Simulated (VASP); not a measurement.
Input of a VASP 6.6.1 run:

Contents of INCAR:

```
  ALGO = Normal
  EDIFF = 1E-6
  EDIFFG = -0.01
  ENCUT = 600
  GGA = PE
  IBRION = 2
  ISIF = 3
  ISMEAR = 0
  LASPH = True
  LCHARG = False
  LREAL = False
  LWAVE = False
  NELM = 80
  NSW = 100
  PREC = Accurate
  SIGMA = 0.1
```

File KPOINTS:

```
k-points
0
Gamma
  8 8 8
```

Contents of POSCAR:

```
Hf4N
1.0
    4.5093258454      0.0000000000      0.0000000000
    0.0000000000      4.5093258454      0.0000000000
    0.0000000000      0.0000000000      4.5093258454
Hf N
4 1
Direct
    0.5000000000      0.0000000000      0.0000000000
    0.0000000000      0.5000000000      0.0000000000
    0.0000000000      0.0000000000      0.5000000000
    0.5000000000      0.5000000000      0.5000000000
    0.0000000000      0.0000000000      0.0000000000
```

Potentials or basis: VASP PAW PBE potentials, release 64 (Hf_pv, N).

Launch:

```bash
$ cat potpaw_PBE.64/Hf_pv/POTCAR potpaw_PBE.64/N/POTCAR > POTCAR
$ mpirun -np 1 vasp_std > vasp.out
```

Q: Estimate the relaxed cell.

A: a = 4.503 Å, b = 4.503 Å, c = 4.503 Å, α = 90.00°, β = 90.00°, γ = 90.00°.

Q: Predict the space group after relaxing (to 0.05 Å).

A: Pm-3m (No. 221).

Q: Estimate the relaxed volume.

A: 18.27 Å³/atom.

Final structure:
```
Hf N
1.0
     4.50334    0.00000    0.00000
     0.00000    4.50334    0.00000
     0.00000    0.00000    4.50334
Hf N
4 1
Direct
  0.50000 0.00000 0.00000
  0.00000 0.50000 0.00000
  0.00000 0.00000 0.50000
  0.50000 0.50000 0.50000
  0.00000 0.00000 0.00000
```
